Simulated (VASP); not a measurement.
# GeH2W8C8 in VASP: single point with PBE+D3(BJ)

Aim: the single point of GeH2W8C8 with PBE+D3(BJ).

All numbers are computed with VASP 6.6.1; they aren't measurements. Logs are shortened: lines on timing, memory, paths and dates and some standing lists are left out, and cuts for length are marked.

## (1) The cell of the first run

The cell holds a slab with vacuum, 19 atoms: a = 5.783 Å, b = 5.783 Å, c = 17.245 Å, α = 90.00°, β = 90.00°, γ = 120.00°.

## (2) Single point, PBE+D3(BJ)

The input, INCAR:

```
PREC     = Accurate       # precision mode
ENCUT    = 520            # plane-wave cutoff, eV
EDIFF    = 1E-6           # SCF threshold, eV
ISMEAR   = 0              # smearing method
SIGMA    = 0.15           # smearing width, eV
LREAL    = Auto         
LASPH    = True           # aspherical terms in the spheres
NELM     = 60             # most SCF steps
ALGO     = Normal         # electronic algorithm
ISIF     = 2              # what is computed and relaxed
LWAVE    = False          # write WAVECAR
LCHARG   = True           # write CHGCAR
GGA      = PE             # functional
IVDW     = 12             # dispersion correction
LELF     = True           # ELF
LVHAR    = True         
NBANDS   = 95             # bands
```

The input, KPOINTS:

```
regular mesh
0
Gamma
  3 3 1
```

The input, POSCAR:

```
GeH2W8C8
1.0
    5.7832000000      0.0000000000      0.0000000000
   -2.8916000000      5.0083980000      0.0000000000
    0.0000000000      0.0000000000     17.2447000000
W C Ge H
8 8 1 2
Direct
    0.0000000000      0.0000000000      0.0579887734
    0.0031871124      0.0015893306      0.2215997379
    0.0000000000      0.5000000000      0.0579887734
   -0.0001603808      0.4999393019      0.2251206458
    0.5000000000      0.0000000000      0.0579887734
    0.5017318158     -0.0001731092      0.2234917975
    0.5000000000      0.5000000000      0.0579887734
    0.5017238600      0.5019073963      0.2234997999
    0.3338692905      0.1669404069      0.1337065301
    0.3383878755      0.1691858355      0.2875298498
    0.3323526446      0.6661722970      0.1347281774
    0.3359846926      0.6680124064      0.2898357176
    0.8334776394      0.1677690152      0.1348578404
    0.8382213251      0.1658412530      0.2950678179
    0.8334635181      0.6657138670      0.1348613777
    0.8382460000      0.6724060268      0.2950907235
    0.8642085069     -0.0680105694      0.3752617906
    0.5893795507     -0.2058556449      0.4164277720
    1.1191064307      0.0595553708      0.4250752405
```

Potentials or basis: VASP PAW PBE potentials, release 64 (W_sv, C, Ge_d, H).

Launch:

```bash
$ cat potpaw_PBE.64/W_sv/POTCAR potpaw_PBE.64/C/POTCAR potpaw_PBE.64/Ge_d/POTCAR potpaw_PBE.64/H/POTCAR > POTCAR
$ mpirun -np 1 vasp_std > vasp.out
```

OUTCAR:

```text
PREC = Accurate
   ENCUT = 520
   EDIFF = 1E-6
   ISMEAR = 0
   LREAL = Auto
   LASPH = True
   NELM = 60
   ISIF = 2
   GGA = PE
   IVDW = 12
 IVDW          = 12

 ion  position               nearest neighbor table
   1  0.000  0.000  0.058-   9 2.12  13 2.14  15 2.14   2 2.82   7 2.89   3 2.89   3 2.89   7 2.89
                             5 2.89   5 2.89
   2  0.003  0.002  0.222-  10 2.03  14 2.08  16 2.08   9 2.25  15 2.25  13 2.25  17 2.74   1 2.82
                             6 2.89   8 2.89   4 2.89   4 2.89   8 2.90   6 2.90
   3  0.000  0.500  0.058-  11 2.13  13 2.13  15 2.13   4 2.88   5 2.89   1 2.89   1 2.89   5 2.89
                             7 2.89   7 2.89
   4  1.000  0.500  0.225-  12 2.02  14 2.06  16 2.06  15 2.28  13 2.28  11 2.28   3 2.88   8 2.89
                             6 2.89   2 2.89   2 2.89   6 2.90   8 2.90
   5  0.500  0.000  0.058-   9 2.12  11 2.13  13 2.13   6 2.85   7 2.89   3 2.89   7 2.89   3 2.89
                             1 2.89   1 2.89
   6  0.502  1.000  0.223-  10 2.00  12 2.02  14 2.09  13 2.26  11 2.27   9 2.28   5 2.85   8 2.88
                             4 2.89   2 2.89   2 2.90   4 2.90   8 2.90
   7  0.500  0.500  0.058-   9 2.12  11 2.13  15 2.13   8 2.85   1 2.89   5 2.89   5 2.89   1 2.89
                             3 2.89   3 2.89
   8  0.502  0.502  0.223-  10 2.00  12 2.02  16 2.09  15 2.26  11 2.27   9 2.28   7 2.85   6 2.88
                             4 2.89   2 2.89   2 2.90   4 2.90   6 2.90
   9  0.334  0.167  0.134-   7 2.12   5 2.12   1 2.12   2 2.25   6 2.28   8 2.28
  10  0.338  0.169  0.288-   6 2.00   8 2.00   2 2.03
  11  0.332  0.666  0.135-   3 2.13   7 2.13   5 2.13   6 2.27   8 2.27   4 2.28
  12  0.336  0.668  0.290-   6 2.02   8 2.02   4 2.02
  13  0.833  0.168  0.135-   3 2.13   5 2.13   1 2.14   2 2.25   6 2.26   4 2.28
  14  0.838  0.166  0.295-  17 1.99   4 2.06   2 2.08   6 2.09
  15  0.833  0.666  0.135-   3 2.13   7 2.13   1 2.14   2 2.25   8 2.26   4 2.28
  16  0.838  0.672  0.295-  17 1.99   4 2.06   2 2.08   8 2.09
  17  0.864  0.932  0.375-  19 1.54  18 1.55  16 1.99  14 1.99   2 2.74
  18  0.589  0.794  0.416-  17 1.55
  19  0.119  0.060  0.425-  17 1.54

  LATTYP: Found a hexagonal cell.
 ALAT       =     5.7832000000
 C/A-ratio  =     2.9818612533

  Lattice vectors:

 A1 = (   5.7832000000,   0.0000000000,   0.0000000000)
 A2 = (  -2.8916000000,   5.0083980000,   0.0000000000)
 A3 = (   0.0000000000,   0.0000000000,  17.2447000000)

Analysis of symmetry for initial positions (statically):
=====================================================================
 Subroutine PRICEL returns:
 Original cell was already a primitive cell.

 Routine SETGRP: Setting up the symmetry group for a
 hexagonal supercell.

 Subroutine GETGRP returns: Found  1 space group operations
 (whereof  1 operations were pure point group operations)
 out of a pool of 24 trial point group operations.

The static configuration has the point symmetry C_1 .

Analysis of symmetry for dynamics (positions and initial velocities):
=====================================================================
 Subroutine PRICEL returns:
 Original cell was already a primitive cell.

 Routine SETGRP: Setting up the symmetry group for a
 hexagonal supercell.

 Subroutine GETGRP returns: Found  1 space group operations
 (whereof  1 operations were pure point group operations)
 out of a pool of 24 trial point group operations.

The dynamic configuration has the point symmetry C_1 .

 Subroutine INISYM returns: Found  1 space group operations
 (whereof  1 operations are pure point group operations),
 and found     1 'primitive' translations

----------------------------------------------------------------------------------------

                                     Primitive cell

  volume of cell :     499.4853

  direct lattice vectors                    reciprocal lattice vectors
     5.783200000  0.000000000  0.000000000     0.172914649  0.099832322  0.000000000
    -2.891600000  5.008398000  0.000000000     0.000000000  0.199664643  0.000000000
     0.000000000  0.000000000 17.244700000     0.000000000  0.000000000  0.057988831

  length of vectors
     5.783200000  5.783199900 17.244700000     0.199664640  0.199664643  0.057988831

  position of ions in fractional coordinates (direct lattice)
     0.000000000  0.000000000  0.057988773
     0.003187112  0.001589331  0.221599738
     0.000000000  0.500000000  0.057988773
     0.999839619  0.499939302  0.225120646
     0.500000000  0.000000000  0.057988773
     0.501731816  0.999826891  0.223491798
[... 11 lines left out ...]
     0.589379551  0.794144355  0.416427772
     0.119106431  0.059555371  0.425075241

  ion indices of the primitive-cell ions
   primitive index   ion index
                 1           1
                 2           2
                 3           3
                 4           4
                 5           5
                 6           6
[... 11 lines left out ...]
                18          18
                19          19

----------------------------------------------------------------------------------------

 KPOINTS: regular mesh

Automatic generation of k-mesh.
 Grid dimensions read from file:
 generate k-points for:    3    3    1

 Generating k-lattice:

  Cartesian coordinates                     Fractional coordinates (reciprocal lattice)
     0.057638216  0.033277441  0.000000000     0.333333333  0.000000000  0.000000000
     0.000000000  0.066554881  0.000000000     0.000000000  0.333333333  0.000000000
     0.000000000  0.000000000  0.057988831     0.000000000  0.000000000  1.000000000

  Length of vectors
     0.066554880  0.066554881  0.057988831

  Shift w.r.t. Gamma in fractional coordinates (k-lattice)
     0.000000000  0.000000000  0.000000000

 Subroutine IBZKPT returns following result:
 ===========================================

 Found      5 irreducible k-points:

 Following reciprocal coordinates:
            Coordinates               Weight
  0.000000  0.000000  0.000000      1.000000
  0.333333  0.000000  0.000000      2.000000
  0.000000  0.333333  0.000000      2.000000
 -0.333333  0.333333  0.000000      2.000000
  0.333333  0.333333  0.000000      2.000000
   k-points           NKPTS =      5   k-points in BZ     NKDIM =      5   number of bands    NBANDS=     95
   number of dos      NEDOS =    301   number of ions     NIONS =     19
   total plane-waves  NPLWV = 294912
   dimension x,y,z NGX =    48 NGY =   48 NGZ =  128
   dimension x,y,z NGXF=    96 NGYF=   96 NGZF=  256
   ions per type =               8   8   1   2
   NGX,Y,Z   is equivalent  to a cutoff of  13.80, 13.80, 12.34 a.u.
   NGXF,Y,Z  is equivalent  to a cutoff of  27.60, 27.60, 24.68 a.u.
 SYSTEM =  unknown system
   PREC   = accura    normal or accurate (medium, high low for compatibility)
   ISTART =      0    job   : 0-new  1-cont  2-samecut
   ICHARG =      2    charge: 1-file 2-atom 10-const
   ISPIN  =      1    spin polarized calculation?
   LNONCOLLINEAR =      F non collinear calculations
   LSORBIT =      F    spin-orbit coupling
   LASPH  =      T    aspherical Exc in radial PAW
   ENCUT  =  520.0 eV  38.22 Ry    6.18 a.u.  10.75 10.75 32.06*2*pi/ulx,y,z
   NELM   =     60;   NELMIN=  2; NELMDL= -5     # of ELM steps
   EDIFF  = 0.1E-05   stopping-criterion for ELM
   LREAL  =      T    real-space projection
   EDIFFG = 0.1E-04   stopping-criterion for IOM
   NSW    =      0    number of steps for IOM
   IBRION =     -1    ionic relax: 0-MD 1-quasi-New 2-CG
   NFREE  =      0    steps in history (QN), initial steepest desc. (CG)
   ISIF   =      2    stress and relaxation
   ISYM   =      2    0-nonsym 1-usesym 2-fastsym
   POTIM  = 0.5000    time-step for ionic-motion
   TEBEG  =    0.0;   TEEND  =   0.0 temperature during run
   PSTRESS=    0.0 pullay stress
   NELECT =     160.0000    total number of electrons
   NUPDOWN=      -1.0000    fix difference up-down
   EMIN   =  10.00;   EMAX   =-10.00  energy-range for DOS
   EFERMI =   0.00;   METHOD = LEGACY
   ISMEAR =     0;   SIGMA  =   0.15  broadening in eV -4-tet -1-fermi 0-gaus
   EFERMI_NEDOS =   21; number of points for ismear=-14 and -15
   IALGO  =     38    algorithm
   IMIX   =      4    mixing-type and parameters
     AMIX     =   0.40;   BMIX     =  1.00
     AMIX_MAG =   1.60;   BMIX_MAG =  1.00
  volume/ion in A,a.u.               =      26.29       177.40
  Fermi-wavevector in a.u.,A,eV,Ry     =   1.120144  2.116766 17.071543  1.254723
  Thomas-Fermi vector in A             =   2.256788
   LORBIT       =      0    0 simple, 1 ext, 2 COOP (PROOUT), +10 PAW based schemes
   GGA     = PE    functional components
   LHFCALC =     F    Hartree Fock is set to
   AEXX    =    0.0000 exact exchange contribution
   IVDW    =    12    specifies the selected vdW correction
   LEPSILON=     F    determine dielectric tensor
   LRPA    =     F    only Hartree local field effects (RPA)
 non-spin polarized calculation
 Gauss-broadening in eV      SIGMA  =   0.15
  energy-cutoff  :      520.00
  volume of cell :      499.49
 maximum number of plane-waves:     13461
 NGX is ok and might be reduce to    48
   NGX = 21   NGY = 21   NGZ = 65

 number of electron     159.9999981 magnetization

 Free energy of the ion-electron system (eV)
  ---------------------------------------------------
  ext. energy  EPLUGINS =         0.00000000
  ---------------------------------------------------
  free energy    TOTEN  =      -174.86844431 eV

  energy without entropy =     -174.78852196  energy(sigma->0) =     -174.82848314

 E-fermi :   0.9456     XC(G=0):  -6.3454

 val. band max:        0.9232223248   @ k =   0.3333   0.0000   0.0000
 cond. band min:       1.0013104474   @ k =   0.3333   0.3333   0.0000
 fundamental gap:      0.0780881226
 Fermi energy:         0.9455779882

 k-point     1 :       0.0000    0.0000    0.0000
  band No.  band energies     occupation
      1     -72.9733      2.00000
      2     -72.9471      2.00000
      3     -72.9295      2.00000
      4     -72.8961      2.00000
      5     -72.8864      2.00000
      6     -72.8822      2.00000
[... 464 lines left out ...]
     91       3.5416      0.00000
     92       3.5523      0.00000
 [bands above 92 left out]

------------------------ aborting loop because EDIFF is reached ----------------------------------------

 Edisp (eV)   -5.17416

 E8    (eV) :    -2.4242

  FORCE on cell =-STRESS in cart. coord.  units (eV):
  Direction    XX          YY          ZZ          XY          YZ          ZX
  --------------------------------------------------------------------------------------
  -------------------------------------------------------------------------------------
  Total       4.55649     4.58368     0.65564    -0.03090     0.02512     0.01886
  in kB      14.61566    14.70286     2.10306    -0.09910     0.08058     0.06049
  external pressure =       10.47 kB  Pullay stress =        0.00 kB

 VOLUME and BASIS-vectors are now :
 -----------------------------------------------------------------------------
  energy-cutoff  :      520.00
  volume of cell :      499.49
      direct lattice vectors                 reciprocal lattice vectors
     5.783200000  0.000000000  0.000000000     0.172914649  0.099832322  0.000000000
    -2.891600000  5.008398000  0.000000000     0.000000000  0.199664643  0.000000000
     0.000000000  0.000000000 17.244700000     0.000000000  0.000000000  0.057988831

 POSITION                                       TOTAL-FORCE (eV/Angst)
 -----------------------------------------------------------------------------------
      0.00000      0.00000      1.00000        -0.051948     -0.029906     -0.238635
      0.01384      0.00796      3.82142        -0.004689     -0.000636     -0.055236
     -1.44580      2.50420      1.00000        -0.106818     -0.061149      0.184884
      4.33665      2.50389      3.88214         0.001094     -0.000775     -0.012021
      2.89160      0.00000      1.00000         0.136344     -0.053770     -0.066413
      0.01052      5.00753      3.85405        -0.006100     -0.007636     -0.037267
[... 11 lines left out ...]
      1.11215      3.97739      7.18117         0.023127      0.018213     -0.018542
      0.51661      0.29828      7.33029        -0.029769     -0.017268     -0.022526
 -----------------------------------------------------------------------------------
    total drift:                                0.011778      0.006579     -0.009800

  FREE ENERGIE OF THE ION-ELECTRON SYSTEM (eV)
  ---------------------------------------------------
  free  energy   TOTEN  =      -180.0426074691 eV

  energy  without entropy=     -179.9626851191  energy(sigma->0) =     -180.00264629
```

It took 11 min on 1 thread of AMD EPYC 7R13 (Zen 3), shared host; peak memory 0.67 GiB.

Results:

| Item | Value |
| --- | --- |
| Free energy | -180.0426 eV |
| Largest force | 0.246 eV/Å |
| Band gap on the k mesh | zero (bands 80 and 81 overlap by 0.49 eV) |
| Dispersion energy per atom | -0.272 eV |

Forces in eV/Å, atoms in the order of the input:
```
W   -0.052 -0.030 -0.239
W   -0.005 -0.001 -0.055
W   -0.107 -0.061  0.185
W    0.001 -0.001 -0.012
W    0.136 -0.054 -0.066
W   -0.006 -0.008 -0.037
W    0.022  0.145 -0.065
W   -0.009  0.000 -0.037
C    0.002  0.001  0.001
C    0.009  0.006  0.093
C    0.001  0.001 -0.005
C   -0.004 -0.004  0.089
C   -0.003 -0.003 -0.002
C    0.012 -0.005  0.081
C   -0.003 -0.001 -0.003
C    0.008  0.004  0.067
Ge   0.004  0.009  0.047
H    0.023  0.018 -0.019
H   -0.030 -0.017 -0.023
```

Levels at points of the mesh, in eV from the Fermi level:
| k point | band 77 | band 78 | band 79 | band 80 | band 81 | band 82 | band 83 | band 84 | band 85 | band 86 |
| --- | --- | --- | --- | --- | --- | --- | --- | --- | --- | --- |
| (0.00, 0.00, 0.00) | 0.23 | 0.29 | 0.32 | 0.47 | 0.54 | 0.57 | 1.11 | 1.20 | 2.22 | 2.25 |

Caveat: the k points lie up to 0.42 Å⁻¹ apart; there is no dipole correction, which matters where the two faces differ; spin-orbit coupling is left out, which moves the levels of the heavy elements.

The gap in the log of VASP goes by the Fermi energy; the results here count the filled bands.